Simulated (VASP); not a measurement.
Write the native input for VASP 6.6.1 that does the following.

```yaml
Task: electric field gradients
Functional: LDA
Potentials_or_basis: VASP PAW LDA potentials, release 64 (Cd, Se)
Cutoff: 520 eV
k_mesh: 8 × 8 × 8
Occupations: fermi-dirac, width 0.03 eV
Spin: no spin polarisation
Dipole_correction: no
Further_INCAR_settings: ALGO = Normal; EDIFF = 1e-08; NBANDS = 16
```

The structure of CdSe lies in POSCAR:

```
CdSe
1.0
    0.0000000000      3.0395684866      3.0702711986
    3.0395684866      0.0000000000      3.0702711986
    3.0395684866      3.0395684866      0.0000000000
Cd Se
1 1
Direct
    0.0000000000      0.0000000000      0.0000000000
    0.2500000000      0.2500000000      0.2500000000
```

This cell differs from its parent crystal: equal xx and yy strain of -1 %.

One way to write it, as run:

INCAR

```
PREC = Accurate ; ENCUT = 520
EDIFF = 1E-8 ; ISMEAR = -1
SIGMA = 0.03 ; LREAL = False
LASPH = True ; NELM = 80
ALGO = Normal ; ISIF = 2
LWAVE = False ; LCHARG = False
LEFG = True ; NBANDS = 16
```

KPOINTS

```
Automatic mesh
0
Gamma
  8 8 8
```

Potentials or basis: VASP PAW LDA potentials, release 64 (Cd, Se).

Command:

```sh
$ cat potpaw_LDA.64/Cd/POTCAR potpaw_LDA.64/Se/POTCAR > POTCAR
$ mpirun -np 1 vasp_std > vasp.out
```

It gave:

```yaml
Pressure: -2.0 GPa
Band_gap_on_the_k_mesh: 0.33 eV, direct
```

Caveat: the cell differs from its parent crystal (equal xx and yy strain of -1 %); without QUAD_EFG the Cq values of the log hold for a quadrupole moment of 1 mb, not for the nuclei.

Wall time 22 s on 1 thread of Intel(R) Xeon(R) 6975P-C (Granite Rapids) (shared host), peak memory 0.18 GiB.
